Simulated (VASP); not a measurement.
## TiB2 (dx): vibrations by perturbation theory with LDA

Crystal: TiB2 (dx).

```
CELL_PARAMETERS angstrom
3.02593 0.00000 0.00000
-1.51296 2.62053 0.00000
0.00000 0.00000 3.22877
ATOMIC_POSITIONS crystal
Ti 0.00000 0.00000 0.00000
B 0.33333 0.66667 0.50000
B 0.66667 0.33333 0.50000
```

```json
{
  "Program": "VASP 6.6.1",
  "Task": "vibrations by perturbation theory",
  "Functional": "LDA",
  "Potentials or basis": "VASP PAW LDA potentials, release 64 (Ti_sv, B)",
  "Cutoff": "520 eV",
  "k mesh": "15 × 15 × 12",
  "Occupations": "fermi-dirac, width 0.15 eV",
  "Spin": "no spin polarisation",
  "Dipole correction": "no",
  "Further INCAR settings": "ALGO = Normal; EDIFF = 1e-08; IBRION = 8; NSW = 1"
}
```

```yaml
Highest_phonon_frequency_at_Γ_LO-TO_splitting_left_out: 880 cm⁻¹
```

Phonon frequencies in cm⁻¹ (negative: imaginary):
```
              q point                    frequencies
(0.000, 0.000, 0.000)  0 0 0 494 503 503 554 880 880
```

It took 7.3 min on 1 thread of Intel(R) Xeon(R) Platinum 8559C (Emerald Rapids), with other jobs on the host, peak memory 0.73 GiB.

Caveat: the cell wasn't relaxed at this level first, which shifts response properties.
